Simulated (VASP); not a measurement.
Set up this calculation in VASP 6.6.1, as the native input.

```
Task                               : single point
Functional                         : HF
Potentials or basis                : VASP PAW PBE potentials, release 64 (P, B)
Cutoff                             : 520 eV
k mesh                             : 5 × 5 × 5
Occupations                        : fermi-dirac, width 0.05 eV
Spin                               : no spin polarisation
Dipole correction                  : no
Grid for exact exchange (PRECFOCK) : Normal
Further INCAR settings             : ALGO = Normal; EDIFF = 1e-06; NBANDS = 11
```

Crystal: BP.

```
P B
1.0
     0.00000    2.26900    2.26900
     2.26900    0.00000    2.26900
     2.26900    2.26900    0.00000
P B
1 1
Cartesian
  3.4035 3.4035 3.4035
  0.0000 0.0000 0.0000
```

The input as run:

POSCAR

```
BP
1.0
    0.0000000000      2.2690000000      2.2690000000
    2.2690000000      0.0000000000      2.2690000000
    2.2690000000      2.2690000000      0.0000000000
P B
1 1
Direct
    0.7500000000      0.7500000000      0.7500000000
    0.0000000000      0.0000000000      0.0000000000
```

INCAR.step1

```
PREC = Accurate
ENCUT = 520
EDIFF = 1E-5
ISMEAR = -1
SIGMA = 0.05
LREAL = False
LASPH = True
NELM = 100
ALGO = Normal
ISIF = 2
LWAVE = True
LCHARG = False
GGA = PE
NBANDS = 11
```

INCAR.step2

```
PREC = Accurate
ENCUT = 520
EDIFF = 1E-6
ISMEAR = -1
SIGMA = 0.05
LREAL = False
LASPH = True
NELM = 100
ALGO = Normal
ISIF = 2
LWAVE = False
LCHARG = False
GGA = PE
LHFCALC = True
AEXX = 1.0
ALDAC = 0.0
AGGAC = 0.0
PRECFOCK = Normal
ISTART = 1
NBANDS = 11
```

KPOINTS

```
Automatic mesh
0
Gamma
  5 5 5
```

Potentials or basis: VASP PAW PBE potentials, release 64 (P, B).

The run is started by

```console
$ cat potpaw_PBE.64/P/POTCAR potpaw_PBE.64/B/POTCAR > POTCAR
$ cp INCAR.step1 INCAR
$ mpirun -np 1 vasp_std > vasp.out
$ cp INCAR.step2 INCAR
$ mpirun -np 1 vasp_std > vasp.out
```

Results of the run:

| Item | Value |
| --- | --- |
| Pressure | 3.8 GPa |
| Band gap on the k mesh | 8.07 eV, indirect (least direct gap 10.95 eV) |

Caveat: the k points lie up to 0.48 Å⁻¹ apart; the PAW data sets were made with another functional, which shifts forces and pressure a little.

Run time: 2.7 min on 1 thread of Intel(R) Xeon(R) Platinum 8259CL CPU @ 2.50GHz (Skylake/Cascade Lake), with other jobs on the host, peak memory 0.14 GiB.
